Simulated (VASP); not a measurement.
Crystal: TaN.

```
Ta N
1.0
     0.00000    2.22597    2.22597
     2.22597    0.00000    2.22597
     2.22597    2.22597    0.00000
Ta N
1 1
Direct
  0.50000 0.50000 0.50000
  0.00000 0.00000 0.00000
```

Base run:

```yaml
Program: VASP 6.6.1
Functional: BLYP
Dispersion: D3(BJ)
Potentials_or_basis: VASP PAW PBE potentials, release 64 (Ta_pv, N)
Cutoff: 600 eV
k_mesh: 10 × 10 × 10
Occupations: fermi-dirac, width 0.05 eV
Spin: no spin polarisation
```

Its results: band gap on the k mesh zero (band 8 reaches 11.34 eV, above the bottom of band 9 at 7.64 eV); pressure -10.9 GPa.

**Question.** The run is repeated on the same cell with these changes: functional from BLYP to PBEsol. What comes out?

**Answer.** Band gap on the k mesh zero (band 8 reaches 10.75 eV, above the bottom of band 9 at 6.93 eV); pressure -22.5 GPa.

PBEsol binds more tightly than BLYP, so the same cell stands under less pressure.

Caveats: the PAW data sets were made with another functional, which shifts forces and pressure a little; spin-orbit coupling is left out, which moves the levels of the heavy elements; pairwise dispersion overbinds metals, which lowers pressure and volume.
